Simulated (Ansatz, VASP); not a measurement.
# One calculation of Rh, two programs

Contents of INCAR:

```
  PREC = Accurate
  ENCUT = 520
  EDIFF = 1E-6
  ISMEAR = 0
  SIGMA = 0.15
  LREAL = F
  LASPH = T
  NELM = 80
  ALGO = Fast
  ISIF = 2
  LWAVE = F
  LCHARG = T
  GGA = CA
  LELF = T
  LVHAR = T
  NBANDS = 14
```

KPOINTS

```
regular mesh
0
Gamma
  22 22 22
```

Contents of POSCAR:

```
Rh
1.0
    0.0000000000      1.9490887500      1.9966275000
    1.9490887500      0.0000000000      1.9966275000
    1.9490887500      1.9490887500      0.0000000000
Rh
1
Direct
    0.0000000000      0.0000000000      0.0000000000
```

Input for Ansatz:

```yaml
crystal:
  lattice:
    - [0.0, 1.94908875, 1.9966275]
    - [1.94908875, 0.0, 1.9966275]
    - [1.94908875, 1.94908875, 0.0]
  atoms:
    - { symbol: Rh, position: [0.0, 0.0, 0.0] }
basis:
  ecutwfc: 420
kpoints:
  mp_grid: { grid: [22, 22, 22] }
hamiltonian:
  xc: lda
scf:
  occupations: { method: gaussian, width: 0.15 }
output:
  forces: true
  stress: true
  eigenvalues: true
```

Change from the starting cell: strain +0.025 along x and y, +0.050 along z, atoms carried along.

Alike in both runs: task single point; functional LDA; k mesh 22 × 22 × 22; occupations gaussian, width 0.15 eV; no spin polarisation.

|  | VASP | Ansatz |
| --- | --- | --- |
| version | VASP 6.6.1 | Ansatz 0.2.0 |
| potentials or method | VASP PAW LDA potentials, release 64 (Rh_pv), cutoff 520 eV | scalar-relativistic, plane waves, PAW |
| valence electrons in the cell | 15 | 17 |

Ansatz gave:

```
gap on the k mesh at the Fermi level (eV)                     : none
pressure (GPa)                                                : -30.5
traceless stress, the component that is largest in VASP (GPa) : -2.96
```

Question: What did VASP give for the same quantities?

Answer: gap on the k mesh at the Fermi level (eV): none; pressure (GPa): -30.1; traceless stress, the component that is largest in VASP (GPa): -2.96.

LDA's correlation is that of Perdew and Zunger in VASP and of Perdew and Wang (1992) in Ansatz. A gap of «none» marks a metal or a gap that the smearing closes. Both programs put the cell under strong tension, so it lies far from rest at this level. VASP's potentials hold 15 valence electrons a cell and Ansatz's 17, so a difference there can come from the potentials and not from the codes.

Noted on VASP's run: the cell as given lies far from equilibrium.
